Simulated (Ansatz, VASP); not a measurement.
## One calculation of CdS, two programs

```
Cd S
1.0
     0.00000    2.80724    2.80724
     2.80724    0.00000    2.80724
     2.80724    2.80724    0.00000
Cd S
1 1
Direct
  0.00000 0.00000 0.00000
  0.50000 0.50000 0.50000
```

Change from the starting cell: volume scaled by 1.06, crystal datasets.

Alike in both runs: task electric field gradients; functional r2SCAN; k mesh 9 × 9 × 9; occupations fermi-dirac, width 0.02 eV; no spin polarisation.

|  | VASP | Ansatz |
| --- | --- | --- |
| version | VASP 6.6.1 | Ansatz 0.2.0 |
| potentials or method | VASP PAW PBE potentials, release 64 (Cd, S), cutoff 520 eV | all-electron PAW with datasets made for the crystal, scalar-relativistic |

|  | VASP | Ansatz | Ansatz less VASP |
| --- | --- | --- | --- |
| gap on the k mesh at the Fermi level (eV) | 0.87 | 0.89 | +0.024 |
| pressure (GPa) | -5.6 | -5.9 | -0.31 |

VASP's potentials were made for PBE, not for r2SCAN. Ansatz ran all-electron here, and VASP with PAW potentials.
